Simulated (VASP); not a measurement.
Set up this calculation in VASP 6.6.1, as the native input.

* Task: single point
* Functional: r2SCAN
* Potentials or basis: VASP PAW PBE potentials, release 64 (C, O)
* Cutoff: 520 eV
* k mesh: 4 × 4 × 4
* Occupations: gaussian, width 0.1 eV
* Spin: no spin polarisation
* Dipole correction: no
* Further INCAR settings: ALGO = Normal; EDIFF = 1e-06; NBANDS = 25

Crystal: CO2.

```xyz
6
Lattice="4.2272 0.0000 0.0000 0.0000 4.2272 0.0000 0.0000 0.0000 4.6878" Properties=species:S:1:pos:R:3 pbc="T T T"
C     2.1136    2.1136    2.3439
C     0.0000    0.0000    0.0000
O     1.2886    2.9386    2.3439
O     2.9386    1.2886    2.3439
O     0.8250    0.8250    0.0000
O     3.4022    3.4022    0.0000
```

These files were run (other wordings do the same):

POSCAR

```
CO2
1.0
    4.2272127900      0.0000000000      0.0000000000
    0.0000000000      4.2272127900      0.0000000000
    0.0000000000      0.0000000000      4.6877715900
C O
2 4
Direct
    0.5000000000      0.5000000000      0.5000000000
    0.0000000000      0.0000000000      0.0000000000
    0.3048268600      0.6951731400      0.5000000000
    0.6951731400      0.3048268600      0.5000000000
    0.1951731400      0.1951731400      0.0000000000
    0.8048268600      0.8048268600      0.0000000000
```

INCAR.step1

```
  PREC = Accurate
  ENCUT = 520
  ISMEAR = 0
  SIGMA = 0.1
  LREAL = False
  LASPH = True
  NELM = 80
  NBANDS = 25
  GGA = PE
  ALGO = Normal
  EDIFF = 1E-4
  LWAVE = True
  LCHARG = False
```

INCAR.step2

```
  PREC = Accurate
  ENCUT = 520
  EDIFF = 1E-6
  ISMEAR = 0
  SIGMA = 0.1
  LREAL = False
  LASPH = True
  NELM = 80
  ALGO = Normal
  ISIF = 2
  LWAVE = False
  LCHARG = False
  METAGGA = R2SCAN
  LMIXTAU = True
  NBANDS = 25
  ISTART = 1
```

KPOINTS

```
regular mesh
0
Gamma
  4 4 4
```

Potentials or basis: VASP PAW PBE potentials, release 64 (C, O).

Launch:

```bash
$ cat potpaw_PBE.64/C/POTCAR potpaw_PBE.64/O/POTCAR > POTCAR
$ cp INCAR.step1 INCAR
$ mpirun -np 1 vasp_std > vasp.out
$ cp INCAR.step2 INCAR
$ mpirun -np 1 vasp_std > vasp.out
```

Results of the run:

The pressure is 0.2 GPa. The largest force is 0.041 eV/Å and the band gap on the k mesh is 7.16 eV, indirect (least direct gap 7.64 eV).

Caveat: the PAW data sets were made with another functional, which shifts forces and pressure a little.

Run time: 2.4 min on 1 thread of Oxide Virtual Turin-like Processor (shared host), peak memory 0.16 GiB.
